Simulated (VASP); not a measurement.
# Al16ZnN16 (a cell with a defect) in VASP: single point with PBE

Aim: the single point of Al16ZnN16 (a cell with a defect) with PBE.

Program: VASP 6.6.1. These are calculated values, not measurements. Logs are shortened: lines on timing, memory, paths and dates and some standing lists are left out, and cuts for length are marked.

## Step 1: The cell of the first run

The cell holds a defect, 33 atoms: a = 6.260 Å, b = 6.260 Å, c = 10.035 Å, α = 90.00°, β = 90.00°, γ = 120.00°.

## Step 2: Single point, PBE

INCAR

```
SYSTEM = Al16ZnN16
PREC = Accurate
ENCUT = 520
EDIFF = 1E-7
ISMEAR = -1
SIGMA = 0.01
LREAL = Auto
LASPH = .TRUE.
NELM = 100
ALGO = Normal
ISIF = 2
LWAVE = .FALSE.
LCHARG = .FALSE.
GGA = PE
NBANDS = 92
```

KPOINTS

```
Automatic mesh
0
Gamma
  2 2 2
  0.5 0.5 0.5
```

POSCAR

```
Al16ZnN16
1.0
    6.2595139128      0.0000000578      0.0000000000
   -3.1297570064      5.4208980350      0.0000000000
    0.0000000000      0.0000000000     10.0348065929
Al N Zn
16 16 1
Direct
    0.3122843969      0.1566953711      0.1902579848
    0.1724727227      0.3547098425      0.5211227579
    0.3342539884      0.1663105340      0.7366885485
    0.1623718252      0.3397609952      0.9827697224
    0.3258664009      0.6626438170      0.2409472479
    0.1708285626      0.8130086695      0.5229836435
    0.3415504407      0.6693452932      0.7553876482
    0.1627258016      0.8225679485      0.9828223195
    0.8344062000      0.1652203991      0.2414024292
    0.6696029976      0.3325421730      0.5100369784
    0.8277779438      0.1627317628      0.7539377615
    0.6678976432      0.3337668452      0.9936962636
    0.8337465637      0.6678099585      0.2411052315
    0.6603830858      0.8290633206      0.5020898851
    0.8276188147      0.6630262179      0.7538045016
    0.6651696377      0.8325637750      1.0005857780
    0.3314633950      0.1651301991      0.5097456538
    0.1592114276      0.3491714234      0.1655947582
    0.3293531658      0.1663021569      0.9383441346
    0.1615639141      0.3384612562      0.7042928347
    0.3309293735      0.6659477019      0.4386284582
    0.1602321261      0.8078426072      0.1663367775
    0.3431977260      0.6728986688      0.9351314738
    0.1618055008      0.8176747642      0.7060080518
    0.8342502293      0.1712967891      0.4442850698
    0.6611898440      0.3284297716      0.1854681956
    0.8245217694      0.1613669803      0.9384376096
    0.6774080444      0.3361607629      0.6993533287
    0.8330482483      0.6629752253      0.4477074285
    0.6557418016      0.8261435086      0.1864180847
    0.8248700307      0.6659061871      0.9387420257
    0.6681335354      0.8319028230      0.6887493324
    0.0804447640      0.0360579669      0.3718823817
```

Potentials or basis: VASP PAW PBE potentials, release 64 (Al, N, Zn).

Started as:

```sh
> cat potpaw_PBE.64/Al/POTCAR potpaw_PBE.64/N/POTCAR potpaw_PBE.64/Zn/POTCAR > POTCAR
> mpirun -np 1 vasp_std > vasp.out
```

OUTCAR:

```text
SYSTEM = Al16ZnN16
   PREC = Accurate
   ENCUT = 520
   EDIFF = 1E-7
   ISMEAR = -1
   LREAL = Auto
   LASPH = .TRUE.
   NELM = 100
   ISIF = 2
   GGA = PE

 ion  position               nearest neighbor table
   1  0.312  0.157  0.190-  26 1.89  18 1.89  22 1.91  33 2.21  19 2.53   4 2.76  12 2.76   8 2.76
                             9 3.06  13 3.07   5 3.17   5 3.18  13 3.27   9 3.28
   2  0.172  0.355  0.521-  20 1.84  21 1.88  17 1.90  25 1.99  33 2.32   6 2.87   3 2.88   7 2.91
                            11 2.99  14 3.02  10 3.08  10 3.19  14 3.25   5 3.27   9 3.35
   3  0.334  0.166  0.737-  20 1.90  28 1.90  24 1.91  19 2.02  17 2.28   6 2.88   2 2.88  10 2.91
                             8 3.09   4 3.10  15 3.10  11 3.11   7 3.13   7 3.14  12 3.15  11 3.16
   4  0.162  0.340  0.983-  18 1.84  23 1.87  27 1.89  19 1.90   1 2.76   7 2.90  11 2.93   8 3.02
                            12 3.08   3 3.10  16 3.12   5 3.13   9 3.15  16 3.15  12 3.19   8 3.24
   5  0.326  0.663  0.241-  22 1.84  18 1.86  30 1.87  21 1.98  16 3.03   9 3.10  13 3.10   4 3.13
                             8 3.13  13 3.16   9 3.16   1 3.17   1 3.18  14 3.19   2 3.27   6 3.28
   6  0.171  0.813  0.523-  24 1.84  21 1.87  17 1.92  29 1.98  33 2.31   2 2.87   3 2.88   7 2.89
                            15 2.97  14 3.02  10 3.08  10 3.19  14 3.25   5 3.28
   7  0.342  0.669  0.755-  23 1.80  24 1.85  20 1.87  32 1.89   6 2.89   4 2.90   2 2.91   8 2.91
                            16 3.02  15 3.06  11 3.07  14 3.07   3 3.13   3 3.14  11 3.19  15 3.20
   8  0.163  0.823  0.983-  22 1.84  23 1.86  31 1.89  19 1.92   1 2.76   7 2.91  15 2.93   4 3.02
                            12 3.08   3 3.09  16 3.12   5 3.13  13 3.15  16 3.15  12 3.18   4 3.24
   9  0.834  0.165  0.241-  26 1.91  30 1.92  18 1.92  25 2.04  33 2.45  16 3.02   1 3.06  12 3.08
                             5 3.10  13 3.11   4 3.15  13 3.15   5 3.16  14 3.19  10 3.24   1 3.28
  10  0.670  0.333  0.510-  17 1.83  25 1.89  29 1.90  28 1.90   3 2.91  11 3.03  15 3.03   6 3.08
                             2 3.08  14 3.12  14 3.14   2 3.19   6 3.19   9 3.24  13 3.25
  11  0.828  0.163  0.754-  28 1.84  27 1.85  20 1.88  32 1.91   4 2.93   2 2.99  12 3.00  10 3.03
                            16 3.05   7 3.07   3 3.11  14 3.11  15 3.13  15 3.13   3 3.16   7 3.19
  12  0.668  0.334  0.994-  27 1.87  31 1.88  19 1.92  26 1.92   1 2.76  15 3.00  11 3.00  13 3.07
                             4 3.08   9 3.08   8 3.08  16 3.13  16 3.13   3 3.15   8 3.18   4 3.19
  13  0.834  0.668  0.241-  30 1.91  26 1.92  22 1.93  29 2.07  33 2.42  16 3.02   1 3.07  12 3.07
                             5 3.10   9 3.11   8 3.15   9 3.15   5 3.16  14 3.19  10 3.25   1 3.27
  14  0.660  0.829  0.502-  32 1.87  21 1.90  29 1.92  25 1.94  33 2.63   2 3.02   6 3.02   7 3.07
                            15 3.11  11 3.11  10 3.12  10 3.14  13 3.19   5 3.19   9 3.19   6 3.25
  15  0.828  0.663  0.754-  31 1.86  28 1.86  24 1.88  32 1.90   8 2.93   6 2.97  12 3.00  10 3.03
                            16 3.06   7 3.06   3 3.10  14 3.11  11 3.13  11 3.13   3 3.17   7 3.20
  16  0.665  0.833  0.001-  23 1.86  30 1.87  31 1.87  27 1.89  13 3.02   9 3.02   7 3.02   5 3.03
                            11 3.05  15 3.06   8 3.12   4 3.12  12 3.13  12 3.13   4 3.15   8 3.15
  17  0.331  0.165  0.510-  10 1.83   2 1.90   6 1.92  33 1.94   3 2.28
  18  0.159  0.349  0.166-   4 1.84   5 1.86   1 1.89   9 1.92
  19  0.329  0.166  0.938-   4 1.90   8 1.92  12 1.92   3 2.02   1 2.53
  20  0.162  0.338  0.704-   2 1.84   7 1.87  11 1.88   3 1.90
  21  0.331  0.666  0.439-   6 1.87   2 1.88  14 1.90   5 1.98
  22  0.160  0.808  0.166-   8 1.84   5 1.84   1 1.91  13 1.93
  23  0.343  0.673  0.935-   7 1.80   8 1.86  16 1.86   4 1.87
  24  0.162  0.818  0.706-   6 1.84   7 1.85  15 1.88   3 1.91
  25  0.834  0.171  0.444-  10 1.89  14 1.94   2 1.99   9 2.04  33 2.22
  26  0.661  0.328  0.185-   1 1.89   9 1.91  13 1.92  12 1.92
  27  0.825  0.161  0.938-  11 1.85  12 1.87   4 1.89  16 1.89
  28  0.677  0.336  0.699-  11 1.84  15 1.86   3 1.90  10 1.90
  29  0.833  0.663  0.448-  10 1.90  14 1.92   6 1.98  13 2.07  33 2.19
  30  0.656  0.826  0.186-  16 1.87   5 1.87  13 1.91   9 1.92
  31  0.825  0.666  0.939-  15 1.86  16 1.87  12 1.88   8 1.89
  32  0.668  0.832  0.689-  14 1.87   7 1.89  15 1.90  11 1.91
  33  0.080  0.036  0.372-  17 1.94  29 2.19   1 2.21  25 2.22   6 2.31   2 2.32  13 2.42   9 2.45
                            14 2.63

  LATTYP: Found a hexagonal cell.
 ALAT       =     6.2595139128
 C/A-ratio  =     1.6031287306

  Lattice vectors:

 A1 = (   6.2595139128,   0.0000000578,   0.0000000000)
 A2 = (  -3.1297570064,   5.4208980350,   0.0000000000)
 A3 = (   0.0000000000,   0.0000000000,  10.0348065929)

Analysis of symmetry for initial positions (statically):
=====================================================================
 Subroutine PRICEL returns:
 Original cell was already a primitive cell.

 Routine SETGRP: Setting up the symmetry group for a
 hexagonal supercell.

 Subroutine GETGRP returns: Found  1 space group operations
 (whereof  1 operations were pure point group operations)
 out of a pool of 24 trial point group operations.

The static configuration has the point symmetry C_1 .

Analysis of symmetry for dynamics (positions and initial velocities):
=====================================================================
[... 132 lines left out ...]
 -0.250000 -0.250000  0.250000      2.000000
  0.250000  0.500000  0.250000      2.000000
  0.500000 -0.250000  0.250000      2.000000
 -0.250000  0.250000  0.250000      2.000000
 -0.250000  0.000000  0.250000      2.000000
  0.000000 -0.250000  0.250000      2.000000
  0.250000 -0.250000  0.250000      2.000000
  0.250000  0.000000  0.250000      2.000000
  0.000000  0.250000  0.250000      2.000000
   k-points           NKPTS =     12   k-points in BZ     NKDIM =     12   number of bands    NBANDS=     92
   number of dos      NEDOS =    301   number of ions     NIONS =     33
   total plane-waves  NPLWV = 184320
   dimension x,y,z NGX =    48 NGY =   48 NGZ =   80
   dimension x,y,z NGXF=    96 NGYF=   96 NGZF=  160
   ions per type =              16  16   1
   NGX,Y,Z   is equivalent  to a cutoff of  12.75, 12.75, 13.25 a.u.
   NGXF,Y,Z  is equivalent  to a cutoff of  25.50, 25.50, 26.51 a.u.
 SYSTEM =  Al16ZnN16
   PREC   = accura    normal or accurate (medium, high low for compatibility)
   ISTART =      0    job   : 0-new  1-cont  2-samecut
   ICHARG =      2    charge: 1-file 2-atom 10-const
   ISPIN  =      1    spin polarized calculation?
   LNONCOLLINEAR =      F non collinear calculations
   LSORBIT =      F    spin-orbit coupling
   LASPH  =      T    aspherical Exc in radial PAW
   ENCUT  =  520.0 eV  38.22 Ry    6.18 a.u.  11.64 11.64 18.66*2*pi/ulx,y,z
   NELM   =    100;   NELMIN=  2; NELMDL= -5     # of ELM steps
   EDIFF  = 0.1E-06   stopping-criterion for ELM
   LREAL  =      T    real-space projection
   EDIFFG = 0.1E-05   stopping-criterion for IOM
   NSW    =      0    number of steps for IOM
   IBRION =     -1    ionic relax: 0-MD 1-quasi-New 2-CG
   NFREE  =      0    steps in history (QN), initial steepest desc. (CG)
   ISIF   =      2    stress and relaxation
   ISYM   =      2    0-nonsym 1-usesym 2-fastsym
   POTIM  = 0.5000    time-step for ionic-motion
   TEBEG  =    0.0;   TEEND  =   0.0 temperature during run
   PSTRESS=    0.0 pullay stress
   NELECT =     140.0000    total number of electrons
   NUPDOWN=      -1.0000    fix difference up-down
   EMIN   =  10.00;   EMAX   =-10.00  energy-range for DOS
   EFERMI =   0.00;   METHOD = LEGACY
   ISMEAR =    -1;   SIGMA  =   0.01  broadening in eV -4-tet -1-fermi 0-gaus
   EFERMI_NEDOS =   21; number of points for ismear=-14 and -15
   IALGO  =     38    algorithm
   IMIX   =      4    mixing-type and parameters
     AMIX     =   0.40;   BMIX     =  1.00
     AMIX_MAG =   1.60;   BMIX_MAG =  1.00
  volume/ion in A,a.u.               =      10.32        69.63
  Fermi-wavevector in a.u.,A,eV,Ry     =   1.217336  2.300432 20.162576  1.481908
  Thomas-Fermi vector in A             =   2.352660
   LORBIT       =      0    0 simple, 1 ext, 2 COOP (PROOUT), +10 PAW based schemes
   GGA     = PE    functional components
   LHFCALC =     F    Hartree Fock is set to
   AEXX    =    0.0000 exact exchange contribution
   IVDW    =     0    specifies the selected vdW correction
   LEPSILON=     F    determine dielectric tensor
   LRPA    =     F    only Hartree local field effects (RPA)
 non-spin polarized calculation
  energy-cutoff  :      520.00
  volume of cell :      340.50
 maximum number of plane-waves:      9165
 NGX is ok and might be reduce to    48
   NGX = 23   NGY = 23   NGZ = 37

 number of electron     139.9999998 magnetization

 Free energy of the ion-electron system (eV)
  ---------------------------------------------------
  ext. energy  EPLUGINS =         0.00000000
  ---------------------------------------------------
  free energy    TOTEN  =      -230.76563582 eV

  energy without entropy =     -230.76563582  energy(sigma->0) =     -230.76563582

 E-fermi :   9.5490     XC(G=0): -11.0472

 val. band max:        9.2822292296   @ k =   0.2500   0.5000   0.2500
 cond. band min:      10.6926078744   @ k =  -0.2500   0.0000   0.2500
 fundamental gap:      1.4103786448
 Fermi energy:         9.5490339744

 k-point     1 :       0.2500    0.2500    0.2500
  band No.  band energies     occupation
      1      -8.6151      2.00000
      2      -8.0948      2.00000
      3      -7.9467      2.00000
      4      -7.9264      2.00000
      5      -7.5135      2.00000
      6      -7.4542      2.00000
[... 1009 lines left out ...]
     81      12.6385      0.00000
     82      12.6969      0.00000
 [bands above 82 left out]

------------------------ aborting loop because EDIFF is reached ----------------------------------------

  FORCE on cell =-STRESS in cart. coord.  units (eV):
  Direction    XX          YY          ZZ          XY          YZ          ZX
  --------------------------------------------------------------------------------------
  -------------------------------------------------------------------------------------
  Total       17.1878240     17.8412123     36.0736718     -4.1457339      0.5966547      0.9791465
  in kB       80.8743167     83.9487215    169.7383892    -19.5070299      2.8074551      4.6072035
  external PRESSURE =     111.5204758 kB  Pullay stress =       0.0000000 kB

 VOLUME and BASIS-vectors are now :
 -----------------------------------------------------------------------------
  energy-cutoff  :      520.00
  volume of cell :      340.50
      direct lattice vectors                 reciprocal lattice vectors
     6.259513913  0.000000058  0.000000000     0.159756813  0.092235641  0.000000000
    -3.129757006  5.420898035  0.000000000    -0.000000002  0.184471279  0.000000000
     0.000000000  0.000000000 10.034806593     0.000000000  0.000000000  0.099653141

 POSITION                                       TOTAL-FORCE (eV/Angst)
 -----------------------------------------------------------------------------------
      1.46433      0.84943      1.90920         0.228447     -0.028301     -0.134955
     -0.03056      1.92285      5.22937        -0.106142      0.059704     -0.074241
      1.57176      0.90155      7.39253         0.107184     -0.077710     -0.081033
     -0.04700      1.84181      9.86190        -0.098031      0.105066     -0.108494
     -0.03415      3.59212      2.41786         0.092032     -0.082976     -0.140406
     -1.47522      4.40724      5.24804        -0.034991      0.111209     -0.015104
[... 25 lines left out ...]
      1.57854      4.50966      6.91147        -0.141532      0.083846      0.001770
      0.39069      0.19547      3.73177        -0.139055      0.013179     -0.172070
 -----------------------------------------------------------------------------------
    total drift:                               -0.001530     -0.006009     -0.000756

  FREE ENERGIE OF THE ION-ELECTRON SYSTEM (eV)
  ---------------------------------------------------
  free  energy   TOTEN  =      -230.7656358157 eV

  energy  without entropy=     -230.7656358157  energy(sigma->0) =     -230.76563582
```

Wall time 7.9 min (1 thread of Intel Xeon 6975P-C (Granite Rapids), shared host); peak memory 0.56 GiB.

Results:

* Free energy: -230.7656 eV
* Pressure: 11.2 GPa
* Largest force: 0.469 eV/Å
* Band gap on the k mesh: 1.41 eV

Forces in eV/Å, atoms in the order of the input:
```
Al   0.228 -0.028 -0.135
Al  -0.106  0.060 -0.074
Al   0.107 -0.078 -0.081
Al  -0.098  0.105 -0.108
Al   0.092 -0.083 -0.140
Al  -0.035  0.111 -0.015
Al   0.085 -0.123 -0.082
Al  -0.105  0.062 -0.043
Al   0.055 -0.050 -0.095
Al  -0.153  0.052 -0.023
Al   0.157 -0.025 -0.092
Al  -0.136  0.065 -0.087
Al   0.108 -0.124 -0.115
Al  -0.167  0.080 -0.075
Al   0.131 -0.079 -0.053
Al  -0.158  0.014 -0.144
N    0.182 -0.119  0.416
N   -0.069  0.110  0.132
N    0.196 -0.100  0.121
N   -0.222  0.157  0.274
N    0.157 -0.078  0.145
N   -0.169  0.082 -0.068
N    0.172 -0.125  0.015
N   -0.199  0.101  0.074
N    0.153 -0.085  0.112
N   -0.265  0.063  0.066
N    0.211 -0.105  0.137
N   -0.173  0.106 -0.029
N    0.210 -0.073 -0.192
N   -0.067  0.077  0.258
N    0.158 -0.067  0.074
N   -0.142  0.084  0.002
Zn  -0.139  0.013 -0.172
```

Caveat: the k points lie up to 0.58 Å⁻¹ apart.
